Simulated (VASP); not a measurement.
Set up this calculation in VASP 6.6.1, as the native input.

```yaml
Task: single point
Functional: r2SCAN
Potentials_or_basis: VASP PAW PBE potentials, release 64 (Sc_sv)
Cutoff: 550 eV
k_mesh: 8 × 8 × 11
Occupations: fermi-dirac, width 0.1 eV
Spin: no spin polarisation
Dipole_correction: no
Further_INCAR_settings: ALGO = Normal; EDIFF = 1e-06; NBANDS = 24
```

The system is Sc.

```xyz
3
Lattice="5.2941 0.0000 0.0000 -2.6471 4.5849 0.0000 0.0000 0.0000 3.3008" Properties=species:S:1:pos:R:3 pbc="T T T"
Sc    2.6471    4.5849    0.0000
Sc    0.0000    3.0566    1.6504
Sc    2.6471    1.5283    1.6504
```

This isn't the form of Sc at room conditions, which is hcp.

The input as run:

POSCAR

```
Sc
1.0
    5.2941329926      0.0000000000      0.0000000000
   -2.6470664963      4.5848536626      0.0000000000
    0.0000000000      0.0000000000      3.3007501897
Sc
3
Direct
    1.0000000000      1.0000000000      0.0000000000
    0.3333333333      0.6666666667      0.5000000000
    0.6666666667      0.3333333333      0.5000000000
```

INCAR.step1

```
PREC = Accurate ; ENCUT = 550
ISMEAR = -1 ; SIGMA = 0.1
LREAL = F ; LASPH = T
NELM = 120 ; NBANDS = 24
GGA = PE ; ALGO = Normal
EDIFF = 1E-5 ; LWAVE = T
LCHARG = F ; GGA_COMPAT = F
```

INCAR.step2

```
PREC = Accurate ; ENCUT = 550
EDIFF = 1E-6 ; ISMEAR = -1
SIGMA = 0.1 ; LREAL = F
LASPH = T ; NELM = 120
ALGO = Normal ; ISIF = 2
LWAVE = F ; LCHARG = T
METAGGA = R2SCAN ; LMIXTAU = T
LELF = T ; LVHAR = T
NBANDS = 24 ; ISTART = 1
GGA_COMPAT = F
```

KPOINTS

```
Automatic mesh
0
Gamma
  8 8 11
```

Potentials or basis: VASP PAW PBE potentials, release 64 (Sc_sv).

The run is started by

```sh
$ cat potpaw_PBE.64/Sc_sv/POTCAR > POTCAR
$ cp INCAR.step1 INCAR
$ mpirun -np 1 vasp_std > vasp.out
$ cp INCAR.step2 INCAR
$ mpirun -np 1 vasp_std > vasp.out
```

Results of the run:

```yaml
Pressure: -3.5 GPa
Band_gap_on_the_k_mesh: zero (an odd number of electrons rules out a gap without spin polarisation)
```

Caveat: the cell stands under tension; the PAW data sets were made with another functional, which shifts forces and pressure a little.

It took 15 min on 1 thread of Oxide Virtual Turin-like Processor (shared host), peak memory 0.24 GiB.
